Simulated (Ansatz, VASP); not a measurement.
## One calculation of AgBr, two programs

File INCAR:

```
PREC = Accurate
ENCUT = 500
EDIFF = 1E-7
ISMEAR = 0
SIGMA = 0.02
LREAL = False
LASPH = True
NELM = 120
ALGO = Normal
ISIF = 3
LWAVE = False
LCHARG = False
GGA = PE
IBRION = 2
NSW = 80
EDIFFG = -0.01
GGA_COMPAT = False
NELMIN = 4
```

File KPOINTS:

```
Automatic mesh
0
Gamma
  8 8 8
```

The input POSCAR:

```
AgBr
1.0
    0.0000000000      2.9263207970      2.9263207970
    2.9263207970      0.0000000000      2.9263207970
    2.9263207970      2.9263207970      0.0000000000
Ag Br
1 1
Direct
    0.0000000000      0.0000000000      0.0000000000
    0.5000000000      0.5000000000      0.5000000000
```

Input for Ansatz:

```yaml
crystal:
  lattice:
    - [0.0, 2.926320797, 2.926320797]
    - [2.926320797, 0.0, 2.926320797]
    - [2.926320797, 2.926320797, 0.0]
  atoms:
    - { symbol: Ag, position: [0.0, 0.0, 0.0] }
    - { symbol: Br, position: [0.5, 0.5, 0.5] }
basis:
  ecutwfc: 420
kpoints:
  mp_grid: { grid: [8, 8, 8] }
hamiltonian:
  xc: pbe
scf:
  occupations: { method: gaussian, width: 0.02 }
output:
  forces: true
  stress: true
  eigenvalues: true
relax:
  adjacent_minimum: "off"
  f_tol: 0.01
  max_steps: 60
  cell: { stress_tol: 0.1 }
```

Alike in both runs: task relaxation of cell and atoms; functional PBE; k mesh 8 × 8 × 8; occupations gaussian, width 0.02 eV; no spin polarisation.

|  | VASP | Ansatz |
| --- | --- | --- |
| version | VASP 6.6.1 | Ansatz 0.2.0 |
| potentials or method | VASP PAW PBE potentials, release 64 (Ag, Br), cutoff 500 eV | scalar-relativistic, plane waves, PAW |
| valence electrons in the cell | 18 | 26 |

|  | VASP | Ansatz | Ansatz less VASP |
| --- | --- | --- | --- |
| gap on the k mesh at the Fermi level, each at its own relaxed structure (eV) | 0.69 | 0.69 | +0.001 |
| relaxed volume (Å³/atom) | 24.91 | 24.90 | -0.002 |
| relaxed cell length with the largest relative difference (Å) | 4.130 | 4.130 | -0.0001 |

VASP's potentials hold 18 valence electrons a cell and Ansatz's 26, so a difference there can come from the potentials and not from the codes.
